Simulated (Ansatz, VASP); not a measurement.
Te: VASP beside Ansatz

```
CELL_PARAMETERS angstrom
-1.51372 1.51372 1.51372
1.51372 -1.51372 1.51372
1.51372 1.51372 -1.51372
ATOMIC_POSITIONS crystal
Te 0.00000 0.00000 0.00000
```

Change from the starting cell: volume scaled by 0.52, LAPW.

Alike in both runs: task single point; functional LDA; k mesh 15 × 15 × 15; occupations fermi-dirac, width 0.1 eV; no spin polarisation.

```csv
,VASP,Ansatz
version,VASP 6.6.1,Ansatz 0.2.0
potentials or method,"VASP PAW LDA potentials, release 64 (Te), cutoff 520 eV","all-electron LAPW, scalar-relativistic"
```

|  | VASP | Ansatz | Ansatz less VASP |
| --- | --- | --- | --- |
| pressure (GPa) | 201.4 | 197.3 | -4.05 |

LDA's correlation is that of Perdew and Zunger in VASP and of Perdew and Wang (1992) in Ansatz. Both programs put the cell under a high pressure, so it lies far from rest at this level. Ansatz ran all-electron here, and VASP with PAW potentials.

Spin-orbit coupling is off throughout. Noted on VASP's run: the cell as given lies far from equilibrium.
